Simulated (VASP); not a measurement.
Set up this calculation in VASP 6.6.1, as the native input.

- Task: single point
- Functional: PBE
- Potentials or basis: VASP PAW PBE potentials, release 64 (Pt)
- Cutoff: 500 eV
- k mesh: 24 × 24 × 24
- Occupations: gaussian, width 0.15 eV
- Spin: no spin polarisation
- Dipole correction: no
- Further INCAR settings: ALGO = Normal; EDIFF = 1e-06; NBANDS = 17

The structure of Pt lies in POSCAR:

```
Pt
1.0
    0.0000000000     -1.9850550544     -1.9850550544
   -1.9850550544      0.0000000000     -1.9850550544
    1.9850550544      1.9850550544     -3.9701101089
Pt
2
Direct
    0.5030849141      0.5030849141      0.5000000000
   -0.0030849141     -0.0030849141      0.0000000000
```

This cell differs from its parent crystal: atoms displaced along a vibrational mode.

One way to write it, as run:

INCAR

```
SYSTEM = Pt
PREC = Accurate
ENCUT = 500
EDIFF = 1E-6
ISMEAR = 0
SIGMA = 0.15
LREAL = .FALSE.
LASPH = .TRUE.
NELM = 120
ALGO = Normal
ISIF = 2
LWAVE = .FALSE.
LCHARG = .FALSE.
GGA = PE
NBANDS = 17
GGA_COMPAT = .FALSE.
```

KPOINTS

```
Automatic mesh
0
G
  24 24 24
  0 0 0
```

Potentials or basis: VASP PAW PBE potentials, release 64 (Pt).

Run with:

```console
$ cat potpaw_PBE.64/Pt/POTCAR > POTCAR
$ mpirun -np 1 vasp_std > vasp.out
```

Results of the run:

```json
{
 "Pressure": "-0.4 GPa",
 "Largest force": "0.085 eV/Å",
 "Band gap on the k mesh": "zero (bands 10 and 11 overlap by 1.77 eV)"
}
```

Caveat: the cell differs from its parent crystal (atoms displaced along a vibrational mode); spin-orbit coupling is left out, which moves the levels of the heavy elements.

Run time: 15 min on 1 thread of Intel(R) Xeon(R) Platinum 8488C (Sapphire Rapids), with other jobs on the host, peak memory 1.4 GiB.
